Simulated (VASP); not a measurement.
Write the native input for VASP 6.6.1 that does the following.

| Property | Result |
| --- | --- |
| Task | relaxation of cell and atoms |
| Functional | BLYP |
| Dispersion | D3(BJ) |
| Potentials or basis | VASP PAW PBE potentials, release 64 (N, B) |
| Cutoff | 600 eV |
| k mesh | 12 × 12 × 6 |
| Occupations | fermi-dirac, width 0.05 eV |
| Spin | no spin polarisation |
| Dipole correction | no |
| Further INCAR settings | ALGO = Normal; EDIFF = 1e-07; IBRION = 2; EDIFFG = -0.01; NSW = 60; ISIF = 3 |

The structure of BN lies in POSCAR:

```
BN
1.0
    2.5539396017      0.0000000000      0.0000000000
   -1.2769698009      2.2117765748      0.0000000000
    0.0000000000      0.0000000000      4.2268550000
N B
2 2
Direct
    0.3333333333      0.6666666667      0.1252760000
    0.6666666667      0.3333333333      0.6252760000
    0.3333333333      0.6666666667      0.4997240000
    0.6666666667      0.3333333333      0.9997240000
```

One way to write it, as run:

INCAR

```
SYSTEM = BN
AGGAC = 1.0
AGGAX = 1.0
ALDAC = 0.0
ALDAX = 1.0
ALGO = Normal
EDIFF = 1E-7
EDIFFG = -0.01
ENCUT = 600
GGA = B5
IBRION = 2
ISIF = 3
ISMEAR = -1
IVDW = 12
LASPH = .True.
LCHARG = .False.
LREAL = .False.
LWAVE = .False.
NELM = 100
NSW = 60
PREC = Accurate
SIGMA = 0.05
VDW_A1 = 0.4298
VDW_A2 = 4.2359
VDW_S6 = 1.0
VDW_S8 = 2.6996
```

KPOINTS

```
k-points
0
Gamma
  12 12 6
  0 0 0
```

Potentials or basis: VASP PAW PBE potentials, release 64 (N, B).

Command:

```bash
$ cat potpaw_PBE.64/N/POTCAR potpaw_PBE.64/B/POTCAR > POTCAR
$ mpirun -np 1 vasp_std > vasp.out
```

Results of the run:

| Property | Result |
| --- | --- |
| Relaxed volume | 5.90 Å³/atom |
| Relaxed cell | a = 2.544 Å, b = 2.544 Å, c = 4.208 Å, α = 90.00°, β = 90.00°, γ = 120.00° |
| Space group after relaxing (to 0.05 Å) | P6_3mc (No. 186) |
| Energy gained by relaxing | 1.0 meV/atom |
| Ionic steps | 6 |
| Pressure after relaxing | 0.1 GPa |
| Band gap on the k mesh | 5.59 eV, indirect (least direct gap 8.47 eV) |
| Dispersion energy per atom | -0.408 eV |

Caveat: the PAW data sets were made with another functional, which shifts forces and pressure a little.

Wall time 3.8 min on 1 thread of AMD EPYC 7R13, on a shared host, peak memory 0.14 GiB.
